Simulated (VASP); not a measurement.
Here is a VASP 6.6.1 calculation.

POSCAR

```
AlFe3
1.0
    0.0000000000      2.8707222949      2.8707222949
    2.8707222949      0.0000000000      2.8707222949
    2.8707222949      2.8707222949      0.0000000000
Al Fe
1 3
Direct
    0.0000000000      0.0000000000      0.0000000000
    0.5000000000      0.5000000000      0.5000000000
    0.2500000000      0.2500000000      0.2500000000
    0.7500000000      0.7500000000      0.7500000000
```

File INCAR.step1:

```
SYSTEM = AlFe3
PREC = Accurate ; ENCUT = 520
ISMEAR = 0 ; SIGMA = 0.05
LREAL = .FALSE. ; LASPH = .TRUE.
NELM = 150 ; ISPIN = 2
MAGMOM = 0 2.89 2.88 2.88 ; LMAXMIX = 4
NBANDS = 26 ; GGA = PE
ALGO = Normal ; EDIFF = 1E-4
LWAVE = .TRUE. ; LCHARG = .FALSE.
```

Contents of INCAR.step2:

```
SYSTEM = AlFe3
PREC = Accurate ; ENCUT = 520
EDIFF = 1E-6 ; ISMEAR = 0
SIGMA = 0.05 ; LREAL = .FALSE.
LASPH = .TRUE. ; NELM = 150
ALGO = Normal ; ISIF = 2
LWAVE = .FALSE. ; LCHARG = .FALSE.
ISPIN = 2 ; MAGMOM = 0 2.89 2.88 2.88
LORBIT = 11 ; LMAXMIX = 4
METAGGA = R2SCAN ; LMIXTAU = .TRUE.
NBANDS = 26 ; ISTART = 1
```

File KPOINTS:

```
Automatic mesh
0
G
  12 12 12
  0 0 0
```

Potentials or basis: VASP PAW PBE potentials, release 64 (Al, Fe).

Command:

```sh
$ cat potpaw_PBE.64/Al/POTCAR potpaw_PBE.64/Fe/POTCAR > POTCAR
$ cp INCAR.step1 INCAR
$ mpirun -np 1 vasp_std > vasp.out
$ cp INCAR.step2 INCAR
$ mpirun -np 1 vasp_std > vasp.out
```

(1) Estimate the site moments.

(2) Predict the pressure.

(3) Predict the net moment.

## Answers

(1) Al -0.08; Fe +2.55, +2.53 (each value once) μB.

(2) 3.0 GPa.

(3) 7.24 μB per cell.

Caveat: the PAW data sets were made with another functional, which shifts forces and pressure a little.
